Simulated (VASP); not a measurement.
# TePb (Fm-3m) in VASP: a series of runs, part 2 of 2

VASP 6.6.1.

## Step 5: Single point, PBEsol

This run uses another cell than the first one, of 34.74 Å³/atom, 1.096 times its volume.

Contents of INCAR:

```
SYSTEM = TePb
PREC = Accurate
ENCUT = 520
EDIFF = 1E-6
ISMEAR = 0
SIGMA = 0.02
LREAL = .FALSE.
LASPH = .TRUE.
NELM = 80
ALGO = Normal
ISIF = 2
LWAVE = .FALSE.
LCHARG = .FALSE.
GGA = PS
NBANDS = 17
```

Contents of KPOINTS:

```
regular mesh
0
G
  11 11 11
  0 0 0
```

Contents of POSCAR:

```
TePb
1.0
    0.0000000000      3.2629921796      3.2629921796
    3.2629921796      0.0000000000      3.2629921796
    3.2629921796      3.2629921796      0.0000000000
Pb Te
1 1
Direct
    0.0000000000      0.0000000000      0.0000000000
    0.5000000000      0.5000000000      0.5000000000
```

Potentials or basis: VASP PAW PBE potentials, release 64 (Pb_d, Te).

Run with:

```
$ cat potpaw_PBE.64/Pb_d/POTCAR potpaw_PBE.64/Te/POTCAR > POTCAR
$ mpirun -np 1 vasp_std > vasp.out
```

OUTCAR:

```text
SYSTEM = TePb
   PREC = Accurate
   ENCUT = 520
   EDIFF = 1E-6
   ISMEAR = 0
   LREAL = .FALSE.
   LASPH = .TRUE.
   NELM = 80
   ISIF = 2
   GGA = PS

 ion  position               nearest neighbor table
   1  0.000  0.000  0.000-   2 3.26   2 3.26   2 3.26   2 3.26   2 3.26   2 3.26
   2  0.500  0.500  0.500-   1 3.26   1 3.26   1 3.26   1 3.26   1 3.26   1 3.26

  LATTYP: Found a face centered cubic cell.
 ALAT       =     6.5259843592

  Lattice vectors:

 A1 = (   0.0000000000,   3.2629921796,   3.2629921796)
 A2 = (   3.2629921796,   0.0000000000,   3.2629921796)
 A3 = (   3.2629921796,   3.2629921796,   0.0000000000)

Analysis of symmetry for initial positions (statically):
=====================================================================
 Subroutine PRICEL returns:
 Original cell was already a primitive cell.

 Routine SETGRP: Setting up the symmetry group for a
 face centered cubic supercell.

 Subroutine GETGRP returns: Found 48 space group operations
 (whereof 48 operations were pure point group operations)
 out of a pool of 48 trial point group operations.

The static configuration has the point symmetry O_h .

Analysis of symmetry for dynamics (positions and initial velocities):
=====================================================================
 Subroutine PRICEL returns:
 Original cell was already a primitive cell.

 Routine SETGRP: Setting up the symmetry group for a
 face centered cubic supercell.

 Subroutine GETGRP returns: Found 48 space group operations
 (whereof 48 operations were pure point group operations)
 out of a pool of 48 trial point group operations.

The dynamic configuration has the point symmetry O_h .

 Subroutine INISYM returns: Found 48 space group operations
 (whereof 48 operations are pure point group operations),
 and found     1 'primitive' translations

[... 102 lines left out ...]
   POTIM  = 0.5000    time-step for ionic-motion
   TEBEG  =    0.0;   TEEND  =   0.0 temperature during run
   PSTRESS=    0.0 pullay stress
   NELECT =      20.0000    total number of electrons
   NUPDOWN=      -1.0000    fix difference up-down
   EMIN   =  10.00;   EMAX   =-10.00  energy-range for DOS
   EFERMI =   0.00;   METHOD = LEGACY
   ISMEAR =     0;   SIGMA  =   0.02  broadening in eV -4-tet -1-fermi 0-gaus
   EFERMI_NEDOS =   21; number of points for ismear=-14 and -15
   IALGO  =     38    algorithm
   IMIX   =      4    mixing-type and parameters
     AMIX     =   0.40;   BMIX     =  1.00
     AMIX_MAG =   1.60;   BMIX_MAG =  1.00
  volume/ion in A,a.u.               =      34.74       234.45
  Fermi-wavevector in a.u.,A,eV,Ry     =   1.080916  2.042636 15.896780  1.168380
  Thomas-Fermi vector in A             =   2.216920
   LORBIT       =      0    0 simple, 1 ext, 2 COOP (PROOUT), +10 PAW based schemes
   GGA     = PS    functional components
   LHFCALC =     F    Hartree Fock is set to
   AEXX    =    0.0000 exact exchange contribution
   IVDW    =     0    specifies the selected vdW correction
   LEPSILON=     F    determine dielectric tensor
   LRPA    =     F    only Hartree local field effects (RPA)
 non-spin polarized calculation
 Gauss-broadening in eV      SIGMA  =   0.02
  energy-cutoff  :      520.00
  volume of cell :       69.48
 maximum number of plane-waves:      1893
   NGX = 17   NGY = 17   NGZ = 17

 number of electron      20.0000003 magnetization

 Free energy of the ion-electron system (eV)
  ---------------------------------------------------
  ext. energy  EPLUGINS =         0.00000000
  ---------------------------------------------------
  free energy    TOTEN  =        -8.24612684 eV

  energy without entropy =       -8.24612684  energy(sigma->0) =       -8.24612684

 E-fermi :   5.1666     XC(G=0):  -9.3390

 val. band max:        5.0326680493   @ k =   0.4545   0.0000   0.0000
 cond. band min:       5.8788337730   @ k =   0.4545   0.0000   0.0000
 fundamental gap:      0.8461657237
 Fermi energy:         5.1665716824

 k-point     1 :       0.0000    0.0000    0.0000
  band No.  band energies     occupation
      1     -11.4969      2.00000
      2     -11.4969      2.00000
      3     -11.4884      2.00000
      4     -11.4884      2.00000
      5     -11.4884      2.00000
      6      -6.7082      2.00000
[... 457 lines left out ...]
      4     -11.4811      2.00000
      5     -11.4777      2.00000
      6      -6.0193      2.00000
[... 9 lines left out ...]
     16      13.4813      0.00000
     17      13.7558      0.00000

 [... further k-points ...]
[... 5 lines left out ...]
  --------------------------------------------------------------------------------------
  -------------------------------------------------------------------------------------
  Total       -0.7030457     -0.7030457     -0.7030457      0.0000000      0.0000000     -0.0000000
  in kB      -16.2112321    -16.2112321    -16.2112321      0.0000000      0.0000000     -0.0000000
  external PRESSURE =     -16.2112321 kB  Pullay stress =       0.0000000 kB

 VOLUME and BASIS-vectors are now :
 -----------------------------------------------------------------------------
  energy-cutoff  :      520.00
  volume of cell :       69.48
      direct lattice vectors                 reciprocal lattice vectors
     0.000000000  3.262992180  3.262992180    -0.153233588  0.153233588  0.153233588
     3.262992180  0.000000000  3.262992180     0.153233588 -0.153233588  0.153233588
     3.262992180  3.262992180  0.000000000     0.153233588  0.153233588 -0.153233588

 POSITION                                       TOTAL-FORCE (eV/Angst)
 -----------------------------------------------------------------------------------
      0.00000      0.00000      0.00000        -0.000000      0.000000     -0.000000
      3.26299      3.26299      3.26299         0.000000      0.000000      0.000000
 -----------------------------------------------------------------------------------
    total drift:                               -0.000000      0.000000      0.000000

  FREE ENERGIE OF THE ION-ELECTRON SYSTEM (eV)
  ---------------------------------------------------
  free  energy   TOTEN  =        -8.2461268407 eV

  energy  without entropy=       -8.2461268407  energy(sigma->0) =       -8.24612684
```

OSZICAR:

```text
N       E                     dE             d eps       ncg     rms          rms(c)
DAV:   1     0.149781250825E+03    0.14978E+03   -0.91892E+03  1904   0.114E+03
DAV:   2     0.198594900681E+01   -0.14780E+03   -0.14304E+03  1994   0.288E+02
DAV:   3    -0.810651819187E+01   -0.10092E+02   -0.99319E+01  2526   0.820E+01
DAV:   4    -0.836953881951E+01   -0.26302E+00   -0.26284E+00  2431   0.150E+01
DAV:   5    -0.837904891781E+01   -0.95101E-02   -0.95097E-02  2719   0.259E+00    0.312E+00
DAV:   6    -0.825167754709E+01    0.12737E+00   -0.27944E-01  2779   0.382E+00    0.190E+00
DAV:   7    -0.824574476796E+01    0.59328E-02   -0.76012E-02  2429   0.139E+00    0.865E-01
DAV:   8    -0.824629266769E+01   -0.54790E-03   -0.89761E-03  2367   0.949E-01    0.123E-01
DAV:   9    -0.824612087707E+01    0.17179E-03   -0.14773E-03  2900   0.370E-01    0.494E-02
DAV:  10    -0.824612489161E+01   -0.40145E-05   -0.12319E-04  2463   0.914E-02    0.218E-02
DAV:  11    -0.824612674163E+01   -0.18500E-05   -0.19154E-05  2496   0.296E-02    0.942E-03
DAV:  12    -0.824612684069E+01   -0.99055E-07   -0.98328E-07  1591   0.111E-02
   1 F= -.82461268E+01 E0= -.82461268E+01  d E =-.231163E-23
```

stdout:

```text
POSCAR found type information on POSCAR PbTe
 POSCAR found :  2 types and       2 ions
 scaLAPACK will be used
 -----------------------------------------------------------------------------
|                                                                             |
|                                                                             |
|     You enforced a specific xc type in the INCAR file but a different       |
|     I HOPE YOU KNOW WHAT YOU ARE DOING!                                     |
|                                                                             |
 -----------------------------------------------------------------------------

 LDA part: xc-table for (Slater+PW92), standard interpolation
 POSCAR, INCAR and KPOINTS ok, starting setup
 FFT: planning ... GRIDC
 FFT: planning ... GRID_SOFT
 FFT: planning ... GRID
 WAVECAR not read
 entering main loop
```

It took 27 s on 1 thread of Intel Xeon 6975P-C (Granite Rapids), shared host; peak memory 0.24 GiB.

Results:

* Free energy: -8.2461 eV
* Pressure: -1.6 GPa

Caveat: this odd mesh misses L, where the gap lies, so gap, dielectric constants and Born charges aren't listed; the PAW data sets were made with another functional, which shifts forces and pressure a little; spin-orbit coupling is left out, which moves the levels of the heavy elements.

## Step 6: Overview

| cell | pressure (GPa) |
| --- | --- |
| a = 4.476 Å, angles 60.0°, 2 atoms | 2.6 |
| a = 4.523 Å, angles 60.0°, 2 atoms | 1.0 |
| a = 4.569 Å, angles 60.0°, 2 atoms | -0.4 |
| a = 4.615 Å, angles 60.0°, 2 atoms | -1.6 |

Alike in all rows: task single point; level PBEsol; potentials or basis VASP PAW PBE potentials, release 64 (Pb_d, Te); no spin polarisation; k mesh 11 × 11 × 11; cutoff (eV) 520; smearing gaussian 0.02 eV.

Caveats: the PAW data sets were made with another functional, which shifts forces and pressure a little; spin-orbit coupling is left out, which moves the levels of the heavy elements.

Absolute energies hang on the potentials; compare differences alone.
